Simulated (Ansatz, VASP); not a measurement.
# InP in VASP and in Ansatz

Contents of POSCAR:

```
InP
1.0
    0.0000000000      2.5507916677      2.5507916677
    2.5507916677      0.0000000000      2.5507916677
    2.5507916677      2.5507916677      0.0000000000
In P
1 1
Direct
    0.0000000000      0.0000000000      0.0000000000
    0.5000000000      0.5000000000      0.5000000000
```

INCAR.step1

```
PREC = Accurate ; ENCUT = 520
ISMEAR = -1 ; SIGMA = 0.05
LREAL = F ; LASPH = T
NELM = 100 ; NBANDS = 16
GGA = PE ; ALGO = Normal
EDIFF = 1E-4 ; LWAVE = T
LCHARG = F
```

File INCAR.step2:

```
PREC = Accurate ; ENCUT = 520
EDIFF = 1E-6 ; ISMEAR = -1
SIGMA = 0.05 ; LREAL = F
LASPH = T ; NELM = 100
ALGO = Normal ; ISIF = 2
LWAVE = F ; LCHARG = F
METAGGA = R2SCAN ; LMIXTAU = T
NBANDS = 16 ; ISTART = 1
```

KPOINTS

```
regular mesh
0
Gamma
  14 14 14
```

Input for Ansatz:

```yaml
crystal:
  lattice:
    - [0.0, 2.5507916677, 2.5507916677]
    - [2.5507916677, 0.0, 2.5507916677]
    - [2.5507916677, 2.5507916677, 0.0]
  atoms:
    - { symbol: In, position: [0.0, 0.0, 0.0] }
    - { symbol: P, position: [0.5, 0.5, 0.5] }
kpoints:
  mp_grid: { grid: [14, 14, 14] }
scf:
  occupations: { method: fermi_dirac, width: 0.05 }
hamiltonian:
  xc: r2scan
  pseudopotentials: { kind: paw }
output:
  forces: true
  stress: true
  eigenvalues: true
  populations: true
```

Change from the starting cell: volume scaled by 0.8, PAW files.

Alike in both runs: task single point; functional r2SCAN; k mesh 14 × 14 × 14; occupations fermi-dirac, width 0.05 eV; no spin polarisation.

|  | VASP | Ansatz |
| --- | --- | --- |
| version | VASP 6.6.1 | Ansatz 0.2.0 |
| potentials or method | VASP PAW PBE potentials, release 64 (In_d, P) | PAW with Ansatz's default frozen-core files, scalar-relativistic |
| plane-wave cutoff (eV) | 520 | 500 |
| valence electrons in the cell | 18 | 18 |

|  | VASP | Ansatz | Ansatz less VASP |
| --- | --- | --- | --- |
| pressure (GPa) | 31.7 | 31.7 | -0.07 |

VASP's potentials were made for PBE, not for r2SCAN. Both programs put the cell under a high pressure, so it lies far from rest at this level. With one functional, cell and mesh, what is left measures potentials, basis and numerics.
